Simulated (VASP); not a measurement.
Wanted: the native input for a VASP 6.6.1 run.

```
Task                   : single point
Functional             : LDA
Potentials or basis    : VASP PAW LDA potentials, release 64 (Sr_sv, O)
Cutoff                 : 520 eV
k mesh                 : 9 × 9 × 4
Occupations            : gaussian, width 0.05 eV
Spin                   : no spin polarisation
Dipole correction      : no
Further INCAR settings : ALGO = Normal; EDIFF = 1e-06; NBANDS = 24
```

The structure of SrO lies in POSCAR:

```
SrO
1.0
    3.6019693189      0.0000000000      0.0000000000
   -1.8009846594      3.1193969338      0.0000000000
    0.0000000000      0.0000000000      6.0503837879
Sr O
2 2
Direct
    0.3333333333      0.6666666667      0.2500000000
    0.6666666667      0.3333333333      0.7500000000
    0.0000000000      0.0000000000      0.0000000000
    0.0000000000      0.0000000000      0.5000000000
```

This cell differs from its parent crystal: ratio of the length along z to the lengths across it x 0.96, volume and fractional coordinates fixed.

These files were run (other wordings do the same):

INCAR

```
PREC = Accurate
ENCUT = 520
EDIFF = 1E-6
ISMEAR = 0
SIGMA = 0.05
LREAL = False
LASPH = True
NELM = 100
ALGO = Normal
ISIF = 2
LWAVE = False
LCHARG = False
NBANDS = 24
```

KPOINTS

```
Automatic mesh
0
Gamma
  9 9 4
```

Potentials or basis: VASP PAW LDA potentials, release 64 (Sr_sv, O).

The run is started by

```sh
$ cat potpaw_LDA.64/Sr_sv/POTCAR potpaw_LDA.64/O/POTCAR > POTCAR
$ mpirun -np 1 vasp_std > vasp.out
```

Results of the run:

The pressure is -4.6 GPa. The band gap on the k mesh is 2.66 eV, direct.

It took 110 s on 1 thread of AMD EPYC 7571 (shared host), peak memory 0.16 GiB.
